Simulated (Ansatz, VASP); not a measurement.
AgCl: VASP beside Ansatz

```xyz
4
Lattice="3.9945 0.0000 -0.0086 0.0000 4.0089 0.0000 -0.5708 0.0000 5.6613" Properties=species:S:1:pos:R:3 pbc="T T T"
Ag    0.6047    1.0022    1.2749
Ag    2.8191    3.0067    4.3778
Cl    2.6110    3.0067    1.5171
Cl    0.8127    1.0022    4.1357
```

Alike in both runs: task single point; functional PBE; k mesh 8 × 8 × 6; occupations gaussian, width 0.02 eV; no spin polarisation.

```csv
,VASP,Ansatz
version,VASP 6.6.1,Ansatz 0.2.0
potentials or method,"VASP PAW PBE potentials, release 64 (Ag, Cl), cutoff 520 eV","scalar-relativistic, plane waves, PAW"
valence electrons in the cell,36,52
```

|  | VASP | Ansatz | Ansatz less VASP |
| --- | --- | --- | --- |
| gap on the k mesh at the Fermi level (eV) | 0.79 | 0.79 | +0.002 |
| least direct gap on the mesh (eV) | 2.22 | 2.22 | +0.001 |
| pressure (GPa) | -1.9 | -1.8 | +0.11 |
| traceless stress, the component that is largest in VASP (GPa) | 0.31 | 0.30 | -0.007 |
| rms of the force components (eV/Å) | 0.100 | 0.099 | -0.0013 |

Atom by atom the forces differ by 0.002 eV/Å (rms over components). With one functional, cell and mesh, what is left measures potentials, basis and numerics. VASP's potentials hold 36 valence electrons a cell and Ansatz's 52, so a difference there can come from the potentials and not from the codes.
